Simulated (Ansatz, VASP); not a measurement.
## Mg3Te in VASP and in Ansatz

Contents of INCAR:

```
ALGO = Fast
EDIFF = 1E-6
ENCUT = 520
GGA = PS
ISIF = 2
ISMEAR = -1
LASPH = T
LCHARG = F
LREAL = F
LWAVE = F
NBANDS = 14
NELM = 80
PREC = Accurate
SIGMA = 0.05
```

KPOINTS

```
k-points
0
Gamma
  9 9 9
```

Contents of POSCAR:

```
Mg3Te
1.0
   -2.1250014466      2.1250014466      5.2470339922
    2.1250014466     -2.1250014466      5.2470339922
    2.1250014466      2.1250014466     -5.2470339922
Te Mg
1 3
Direct
    0.0000000000      0.0000000000      0.0000000000
    0.2500000000      0.7500000000      0.5000000000
    0.7500000000      0.2500000000      0.5000000000
    0.5000000000      0.5000000000      0.0000000000
```

The input input.yaml:

```yaml
crystal:
  lattice:
    - [-2.1250014466, 2.1250014466, 5.2470339922]
    - [2.1250014466, -2.1250014466, 5.2470339922]
    - [2.1250014466, 2.1250014466, -5.2470339922]
  atoms:
    - { symbol: Te, position: [0.0, 0.0, 0.0] }
    - { symbol: Mg, position: [0.25, 0.75, 0.5] }
    - { symbol: Mg, position: [0.75, 0.25, 0.5] }
    - { symbol: Mg, position: [0.5, 0.5, 0.0] }
kpoints:
  mp_grid: { grid: [9, 9, 9] }
scf:
  occupations: { method: fermi_dirac, width: 0.05 }
hamiltonian:
  xc: pbesol
  pseudopotentials: { kind: all_electron, lapw: { basis_error: 0.001 } }
output:
  forces: true
  stress: true
  eigenvalues: true
```

Change from the starting cell: volume scaled by 0.98.

Alike in both runs: task single point; functional PBEsol; k mesh 9 × 9 × 9; occupations fermi-dirac, width 0.05 eV; no spin polarisation.

|  | VASP | Ansatz |
| --- | --- | --- |
| version | VASP 6.6.1 | Ansatz 0.2.0 |
| potentials or method | VASP PAW PBE potentials, release 64 (Te, Mg), cutoff 520 eV | all-electron LAPW, scalar-relativistic |

Ansatz gave:

- gap on the k mesh at the Fermi level (eV): none
- pressure (GPa): -0.3
- traceless stress, the component that is largest in VASP (GPa): -0.27

**Question.** Which values does VASP return?

**Answer.** gap on the k mesh at the Fermi level (eV): none; pressure (GPa): -0.3; traceless stress, the component that is largest in VASP (GPa): -0.30.

VASP's potentials were made for PBE, not for PBEsol. A gap of «none» marks a metal or a gap that the smearing closes. Ansatz ran all-electron here, and VASP with PAW potentials.

Spin-orbit coupling is off throughout.
